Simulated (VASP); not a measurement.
# BN (Pm) in VASP: further runs, part 2 of 2

VASP 6.6.1.

## Step 5: Single point, PBE+D3(BJ) (atoms displaced along a vibrational mode, the cell strained)

INCAR reads:

```
ALGO = Normal
EDIFF = 1E-6
ENCUT = 520
GGA = PE
ISIF = 2
ISMEAR = 1
IVDW = 12
LASPH = T
LCHARG = F
LREAL = F
LWAVE = F
NBANDS = 16
NELM = 60
PREC = Accurate
SIGMA = 0.05
```

KPOINTS reads:

```
k-points
0
Gamma
  12 12 4
```

POSCAR reads:

```
BN
1.0
    2.6231482509      0.0000000000      0.0000000000
   -1.3115741254      2.1703573356      0.0000000000
    0.0000000000      0.0000000000      6.5923998870
B N
2 2
Direct
   -0.0691507274      0.0000000000      0.5000000000
    0.4026039588      0.6666666667      0.0000000000
    0.0689367990      0.0000000000      0.0000000000
    0.5976373354      0.3333333333      0.5000000000
```

Run with:

```bash
$ cat potpaw_PBE.64/B/POTCAR potpaw_PBE.64/N/POTCAR > POTCAR
$ mpirun -np 1 vasp_std > vasp.out
```

Wall time 50 s (1 thread of Intel Xeon 6975P-C (Granite Rapids), shared host); peak memory 0.24 GiB.

The run converged. Its results:

```yaml
Free_energy: -35.5124 eV
Pressure: -14.4 GPa
Largest_force: 0.402 eV/Å
Band_gap_on_the_k_mesh: 3.67 eV (least direct gap 4.06 eV)
Dispersion_energy_per_atom: -0.136 eV
```

Forces on the atoms (eV/Å):
```
B    0.017  0.385  0.000
B   -0.008  0.394  0.000
N   -0.028 -0.401  0.000
N    0.020 -0.378  0.000
```

Stress tensor (GPa, compression positive):
```
-36.85   0.31   0.00
  0.31  -6.51   0.00
  0.00   0.00   0.29
```

Levels at points of the mesh, in eV from the valence-band top:
```csv
k point,band 4,band 5,band 6,band 7,band 8,band 9,band 10,band 11,band 12,band 13
"(0.00, 0.00, 0.00)",-3.80,-1.63,-1.53,-1.49,-1.39,5.10,9.88,10.26,10.41,10.51
"(0.50, 0.00, 0.00)",-8.71,-3.96,-3.85,-1.26,-1.11,4.63,4.81,9.14,9.43,12.61
"(0.50, 0.50, 0.00)",-8.63,-3.97,-3.85,-1.66,-0.56,3.67,5.69,9.13,9.48,12.07
"(0.00, 0.50, 0.00)",-8.52,-4.58,-4.47,-1.09,-0.46,4.22,5.32,8.07,8.15,12.65
"(0.00, 0.00, 0.50)",-5.01,-1.63,-1.53,-1.49,-1.39,7.33,7.37,10.41,10.49,10.91
"(0.50, 0.00, 0.50)",-8.73,-3.95,-3.86,-1.14,-1.05,4.35,4.45,9.42,9.61,13.16
"(0.50, 0.50, 0.50)",-8.73,-3.96,-3.86,-1.15,-1.05,4.41,4.44,9.49,9.52,13.22
"(0.00, 0.50, 0.50)",-8.57,-4.58,-4.48,-0.76,-0.66,4.48,4.53,8.20,8.27,13.20
```

Caveat: the cell differs from its parent crystal (atoms displaced along a vibrational mode, the cell strained); the cell stands under tension. A k mesh can miss the band edges.

## Step 6: Single point, PBE+D3(BJ) (atoms displaced along a vibrational mode, the cell strained)

INCAR: that of step 5 with these lines changed.

```diff
@@ -12,3 +12,3 @@
 NBANDS = 16
-NELM = 60
+NELM = 100
 PREC = Accurate
```

KPOINTS is that of step 5.

POSCAR reads:

```
BN
1.0
    2.6231482509      0.0000000000      0.0000000000
   -1.3115741254      2.1703573356      0.0000000000
    0.0000000000      0.0000000000      6.5923998870
B N
2 2
Direct
   -0.1383014547      0.0000000000      0.5000000000
    0.4718745842      0.6666666667      0.0000000000
    0.1378735981      0.0000000000      0.0000000000
    0.5286080042      0.3333333333      0.5000000000
```

Potentials or basis: VASP PAW PBE potentials, release 64 (B, N).

Run with:

```bash
$ cat potpaw_PBE.64/B/POTCAR potpaw_PBE.64/N/POTCAR > POTCAR
$ mpirun -np 1 vasp_std > vasp.out
```

OUTCAR:

```text
EDIFF = 1E-6
   ENCUT = 520
   GGA = PE
   ISIF = 2
   ISMEAR = 1
   IVDW = 12
   LASPH = T
   LREAL = F
   NELM = 100
   PREC = Accurate
 IVDW          = 12

 ion  position               nearest neighbor table
   1  0.862  0.000  0.500-   4 1.45   4 1.50   4 1.50
   2  0.472  0.667  0.000-   3 1.45   3 1.50   3 1.50
[... 659 lines left out ...]

 Edisp (eV)   -0.54340

 E8    (eV) :    -0.1594

  FORCE on cell =-STRESS in cart. coord.  units (eV):
  Direction    XX          YY          ZZ          XY          YZ          ZX
  --------------------------------------------------------------------------------------
  -------------------------------------------------------------------------------------
  Total      -8.70081    -1.53970     0.23095     0.09555     0.00000     0.00000
  in kB    -371.42628   -65.72764     9.85880     4.07908     0.00000     0.00000
  external pressure =     -142.43 kB  Pullay stress =        0.00 kB

 VOLUME and BASIS-vectors are now :
 -----------------------------------------------------------------------------
  energy-cutoff  :      520.00
  volume of cell :       37.53
      direct lattice vectors                 reciprocal lattice vectors
     2.623148251  0.000000000  0.000000000     0.381221305  0.230376810  0.000000000
    -1.311574125  2.170357336  0.000000000     0.000000000  0.460753620  0.000000000
     0.000000000  0.000000000  6.592399887     0.000000000  0.000000000  0.151689827

 POSITION                                       TOTAL-FORCE (eV/Angst)
 -----------------------------------------------------------------------------------
      2.26036      0.00000      3.29620         0.029977      0.372195      0.000000
      0.36341      1.44690      0.00000        -0.028621      0.396329      0.000000
      0.36166      0.00000      0.00000        -0.018574     -0.443863      0.000000
      0.94943      0.72345      3.29620         0.017219     -0.324660      0.000000
 -----------------------------------------------------------------------------------
    total drift:                               -0.000075     -0.000539      0.000000

  FREE ENERGIE OF THE ION-ELECTRON SYSTEM (eV)
  ---------------------------------------------------
  free  energy   TOTEN  =       -35.4962836657 eV

  energy  without entropy=      -35.4963240115  energy(sigma->0) =      -35.49629711
```

stdout:

```text
POSCAR found type information on POSCAR B N
 POSCAR found :  2 types and       4 ions
 scaLAPACK will be used
 LDA part: xc-table for (Slater+PW92), standard interpolation
 POSCAR, INCAR and KPOINTS ok, starting setup
 FFT: planning ... GRIDC
 FFT: planning ... GRID_SOFT
 FFT: planning ... GRID
 WAVECAR not read
 entering main loop
```

It took 47 s on 1 thread of Intel Xeon 6975P-C (Granite Rapids), shared host; peak memory 0.23 GiB.

Results:

```
Free energy                : -35.4963 eV
Pressure                   : -14.2 GPa
Largest force              : 0.444 eV/Å
Band gap on the k mesh     : 3.28 eV (least direct gap 3.71 eV)
Dispersion energy per atom : -0.136 eV
```

Forces on the atoms (eV/Å):
```
B    0.030  0.372  0.000
B   -0.029  0.396  0.000
N   -0.019 -0.444  0.000
N    0.017 -0.325  0.000
```

Levels at points of the mesh, in eV from the valence-band top:
```tsv
k point	band 5	band 6	band 7	band 8	band 9	band 10	band 11	band 12
(0.00, 0.00, 0.00)	-1.72	-1.69	-1.57	-1.55	4.97	9.72	10.17	10.31
(0.50, 0.00, 0.00)	-4.05	-4.00	-1.52	-1.07	4.12	5.06	8.89	9.45
(0.50, 0.50, 0.00)	-4.06	-4.00	-1.87	-0.51	3.28	5.80	8.91	9.50
(0.00, 0.50, 0.00)	-4.67	-4.64	-1.21	-0.57	4.04	5.26	7.80	8.17
(0.00, 0.00, 0.50)	-1.72	-1.69	-1.57	-1.55	7.21	7.22	10.32	10.33
(0.50, 0.00, 0.50)	-4.03	-4.02	-1.22	-1.21	4.22	4.31	9.28	9.48
(0.50, 0.50, 0.50)	-4.05	-4.01	-1.24	-1.21	4.30	4.31	9.36	9.37
(0.00, 0.50, 0.50)	-4.66	-4.64	-0.84	-0.82	4.36	4.39	8.06	8.15
```

Caveat: the cell differs from its parent crystal (atoms displaced along a vibrational mode, the cell strained); the cell stands under tension. A k mesh can miss the band edges.

## Step 7: Overview

| cell | gap on the mesh (eV) | pressure (GPa) | largest force (eV/Å) |
| --- | --- | --- | --- |
| a = 2.565, b = 2.521, c = 6.592 Å, angles 90.0, 90.0, 120.6°, 4 atoms, atomic positions A | 3.77 | -7.7 | 0.25 |
| a = 2.623, b = 2.536, c = 6.592 Å, angles 90.0, 90.0, 121.1°, 4 atoms, atomic positions B | 3.91 | -14.4 | 0.39 |
| a = 2.623, b = 2.536, c = 6.592 Å, angles 90.0, 90.0, 121.1°, 4 atoms, atomic positions C | 3.45 | -14.3 | 0.42 |
| a = 2.623, b = 2.536, c = 6.592 Å, angles 90.0, 90.0, 121.1°, 4 atoms, atomic positions A | 3.67 | -14.4 | 0.40 |
| a = 2.623, b = 2.536, c = 6.592 Å, angles 90.0, 90.0, 121.1°, 4 atoms, atomic positions D | 3.28 | -14.2 | 0.44 |

Alike in all rows: task single point; level PBE+D3(BJ); potentials or basis VASP PAW PBE potentials, release 64 (B, N); no spin polarisation; k mesh 12 × 12 × 4; cutoff (eV) 520; smearing methfessel-paxton 0.05 eV.

Caveats: the cell stands under tension.

Absolute energies hang on the potentials; compare differences alone.
